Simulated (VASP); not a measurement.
Set up this calculation in VASP 6.6.1, as the native input.

```yaml
Task: relaxation of cell and atoms
Functional: PBEsol
Potentials_or_basis: VASP PAW PBE potentials, release 64 (Ga_d, N)
Cutoff: 600 eV
k_mesh: 12 × 12 × 12
Occupations: gaussian, width 0.01 eV
Spin: no spin polarisation
Target_pressure: 25 GPa
Dipole_correction: no
Further_INCAR_settings: ALGO = Normal; EDIFF = 1e-06; IBRION = 2; EDIFFG = -0.001; NSW = 80; ISIF = 3
```

The structure of GaN lies in POSCAR:

```
GaN
1.0
    0.0000000000      2.1713573498      2.1713573498
    2.1713573498      0.0000000000      2.1713573498
    2.1713573498      2.1713573498      0.0000000000
Ga N
1 1
Direct
    0.0000000000      0.0000000000      0.0000000000
    0.7500000000      0.7500000000      0.7500000000
```

One way to write it, as run:

INCAR

```
SYSTEM = GaN
PREC = Accurate
ENCUT = 600
EDIFF = 1E-6
ISMEAR = 0
SIGMA = 0.01
LREAL = .FALSE.
LASPH = .TRUE.
NELM = 80
ALGO = Normal
ISIF = 3
LWAVE = .FALSE.
LCHARG = .FALSE.
GGA = PS
IBRION = 2
NSW = 80
EDIFFG = -0.001
PSTRESS = 250.0
```

KPOINTS

```
regular mesh
0
G
  12 12 12
  0 0 0
```

Potentials or basis: VASP PAW PBE potentials, release 64 (Ga_d, N).

Command:

```bash
$ cat potpaw_PBE.64/Ga_d/POTCAR potpaw_PBE.64/N/POTCAR > POTCAR
$ mpirun -np 1 vasp_std > vasp.out
```

It gave:

```json
{
  "Relaxed volume": "10.22 Å³/atom",
  "Relaxed cell": "a = 3.069 Å, b = 3.069 Å, c = 3.069 Å, α = 60.00°, β = 60.00°, γ = 60.00°",
  "Space group after relaxing (to 0.05 Å)": "F-43m (No. 216)",
  "Energy change on relaxing (the enthalpy is what falls)": "+2.8 meV/atom",
  "Ionic steps": "7",
  "Pressure after relaxing": "25.0 GPa",
  "Band gap on the k mesh": "2.41 eV, direct"
}
```

Caveat: the cell is relaxed towards a set pressure, so the enthalpy falls and the energy may rise; the PAW data sets were made with another functional, which shifts forces and pressure a little.

Wall time 70 s on 1 thread of Intel Xeon 6975P-C (shared host), peak memory 0.18 GiB.
